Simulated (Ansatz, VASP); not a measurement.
Ti3S2 in VASP and in Ansatz

The input INCAR:

```
ALGO     = Normal         # electronic algorithm
EDIFF    = 1E-7           # SCF threshold, eV
ENCUT    = 520            # plane-wave cutoff, eV
GGA      = PS             # functional
ISIF     = 2              # what is computed and relaxed
ISMEAR   = -1             # smearing method
LASPH    = True           # aspherical terms in the spheres
LCHARG   = True           # write CHGCAR
LELF     = True           # ELF
LREAL    = False          # projectors in reciprocal space
LVHAR    = True         
LWAVE    = False          # write WAVECAR
NBANDS   = 32             # bands
NELM     = 60             # most SCF steps
PREC     = Accurate       # precision mode
SIGMA    = 0.05           # smearing width, eV
```

KPOINTS

```
k-points
0
Gamma
  5 5 5
```

POSCAR

```
Ti3S2
1.0
    2.8216384811      1.6290737366      3.2376184047
   -2.8216384811      1.6290737366      3.2376184047
    0.0000000000     -3.2581474732      3.2376184047
Ti S
3 2
Direct
    0.0000000000      0.3356550000      0.6643450000
    0.6643450000      0.0000000000      0.3356550000
    0.3356550000      0.6643450000      0.0000000000
    0.1678390000      0.1678390000      0.1678390000
    0.8321610000      0.8321610000      0.8321610000
```

input.yaml

```yaml
crystal:
  lattice:
    - [2.8216384811, 1.6290737366, 3.2376184047]
    - [-2.8216384811, 1.6290737366, 3.2376184047]
    - [0.0, -3.2581474732, 3.2376184047]
  atoms:
    - { symbol: Ti, position: [0.0, 0.335655, 0.664345] }
    - { symbol: Ti, position: [0.664345, 0.0, 0.335655] }
    - { symbol: Ti, position: [0.335655, 0.664345, 0.0] }
    - { symbol: S, position: [0.167839, 0.167839, 0.167839] }
    - { symbol: S, position: [0.832161, 0.832161, 0.832161] }
hamiltonian:
  xc: pbesol
  pseudopotentials: { kind: paw }
kpoints:
  mp_grid: { grid: [5, 5, 5] }
  band_path:
    path:
      - [[0.0, 0.0, 0.0], [0.5, 0.0, 0.0], [0.5, 0.335453632, -0.335453632]]
      - [[0.664546368, 0.5, 0.335453632], [0.5, 0.5, 0.5], [0.0, 0.0, 0.0], [0.417726816, 0.0, -0.417726816]]
      - [[0.582273184, 0.417726816, 0.0], [0.5, 0.5, 0.0], [0.582273184, 0.582273184, 0.335453632], [0.5, 0.5, 0.5]]
      - [[0.5, 0.0, 0.0], [0.664546368, 0.417726816, 0.417726816]]
    npoints: 14
scf:
  occupations: { method: fermi_dirac, width: 0.05 }
  n_extra_bands: 12
output:
  forces: true
  stress: true
  eigenvalues: true
  fatbands: false
```

Alike in both runs: functional PBEsol; k mesh 5 × 5 × 5; occupations fermi-dirac, width 0.05 eV; no spin polarisation.

```csv
,VASP,Ansatz
version,VASP 6.6.1,Ansatz 0.2.0
potentials or method,"VASP PAW PBE potentials, release 64 (Ti_sv, S)",Ansatz PAW
plane-wave cutoff (eV),520,420
valence electrons in the cell,48,48
task,single point,band structure
```

Ansatz gave:

```
gap on the k mesh at the Fermi level (eV)                     : none
pressure (GPa)                                                : -11.9
traceless stress, the component that is largest in VASP (GPa) : 0.97
rms of the force components (eV/Å)                            : 0.126
```

**Question.** What did VASP give for the same quantities?

**Answer.** gap on the k mesh at the Fermi level (eV): none; pressure (GPa): -11.8; traceless stress, the component that is largest in VASP (GPa): 1.03; rms of the force components (eV/Å): 0.122.

VASP's potentials were made for PBE, not for PBEsol. Atom by atom the forces differ by 0.004 eV/Å (rms over components). A gap of «none» marks a metal or a gap that the smearing closes. With one functional, cell and mesh, what is left measures potentials, basis and numerics.
